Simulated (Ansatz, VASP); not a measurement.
**Sc3Ga2As: VASP beside Ansatz**

File INCAR:

```
SYSTEM = Sc3Ga2As
PREC = Accurate ; ENCUT = 600
EDIFF = 1E-7 ; ISMEAR = 0
SIGMA = 0.1 ; LREAL = .False.
LASPH = .True. ; NELM = 60
ALGO = Fast ; ISIF = 3
LWAVE = .False. ; LCHARG = .False.
GGA = PE ; IBRION = 2
NSW = 90 ; EDIFFG = -0.04
```

Contents of KPOINTS:

```
Automatic mesh
0
Gamma
  6 6 1
  0 0 0
```

POSCAR

```
Sc3Ga2As
1.0
    3.4231357100      0.0000000000      0.0000000000
   -1.7115678500      2.9645224800      0.0000000000
    0.0000000000      0.0000000000     20.7555233300
Sc Ga As
6 4 2
Direct
    0.6666666700      0.3333333300      0.3726033900
    0.3333333300      0.6666666700      0.8726033900
    0.3333333300      0.6666666700      0.6273966100
    0.6666666700      0.3333333300      0.1273966100
    0.0000000000      0.0000000000      0.5000000000
    0.0000000000      0.0000000000      0.0000000000
    0.3333333300      0.6666666700      0.4305387700
    0.6666666700      0.3333333300      0.9305387700
    0.3333333300      0.6666666700      0.0694612300
    0.6666666700      0.3333333300      0.5694612300
    0.0000000000      0.0000000000      0.7500000000
    0.0000000000      0.0000000000      0.2500000000
```

Input for Ansatz:

```yaml
crystal:
  lattice:
    - [3.42313571, 0.0, 0.0]
    - [-1.71156785, 2.96452248, 0.0]
    - [0.0, 0.0, 20.75552333]
  atoms:
    - { symbol: Sc, position: [0.66666667, 0.33333333, 0.37260339] }
    - { symbol: Sc, position: [0.33333333, 0.66666667, 0.87260339] }
    - { symbol: Sc, position: [0.33333333, 0.66666667, 0.62739661] }
    - { symbol: Sc, position: [0.66666667, 0.33333333, 0.12739661] }
    - { symbol: Sc, position: [0.0, 0.0, 0.5] }
    - { symbol: Sc, position: [0.0, 0.0, 0.0] }
    - { symbol: Ga, position: [0.33333333, 0.66666667, 0.43053877] }
    - { symbol: Ga, position: [0.66666667, 0.33333333, 0.93053877] }
    - { symbol: Ga, position: [0.33333333, 0.66666667, 0.06946123] }
    - { symbol: Ga, position: [0.66666667, 0.33333333, 0.56946123] }
    - { symbol: As, position: [0.0, 0.0, 0.75] }
    - { symbol: As, position: [0.0, 0.0, 0.25] }
basis:
  ecutwfc: 420
kpoints:
  mp_grid: { grid: [6, 6, 1] }
hamiltonian:
  xc: pbe
scf:
  occupations: { method: gaussian, width: 0.1 }
  lower_state_search: "off"
output:
  forces: true
  stress: true
  eigenvalues: true
relax:
  adjacent_minimum: "off"
  f_tol: 0.04
  max_steps: 70
  cell: { stress_tol: 0.4 }
```

Change from the starting cell: species swapped into the Ti3AlC2 type (P6_3/mmc, No. 194).

Alike in both runs: task relaxation of cell and atoms; functional PBE; k mesh 6 × 6 × 1; occupations gaussian, width 0.1 eV; no spin polarisation.

|  | VASP | Ansatz |
| --- | --- | --- |
| version | VASP 6.6.1 | Ansatz 0.2.0 |
| potentials or method | VASP PAW PBE potentials, release 64 (Sc_sv, Ga_d, As), cutoff 600 eV | scalar-relativistic, plane waves, PAW |
| valence electrons in the cell | 128 | 148 |

Ansatz gave:

- gap on the k mesh at the Fermi level, each at its own relaxed structure (eV): none
- relaxed volume (Å³/atom): 21.42
- relaxed length of the cell vector where the two differ most in proportion (Å): 22.569

Task: Estimate VASP's values.

Result: gap on the k mesh at the Fermi level, each at its own relaxed structure (eV): none; relaxed volume (Å³/atom): 21.48; relaxed length of the cell vector where the two differ most in proportion (Å): 22.596.

A gap of «none» marks a metal or a gap that the smearing closes. VASP's potentials hold 128 valence electrons a cell and Ansatz's 148, so a difference there can come from the potentials and not from the codes.

Noted on VASP's run: the volume moved by over 15 % at a fixed basis, so the end points are rough.
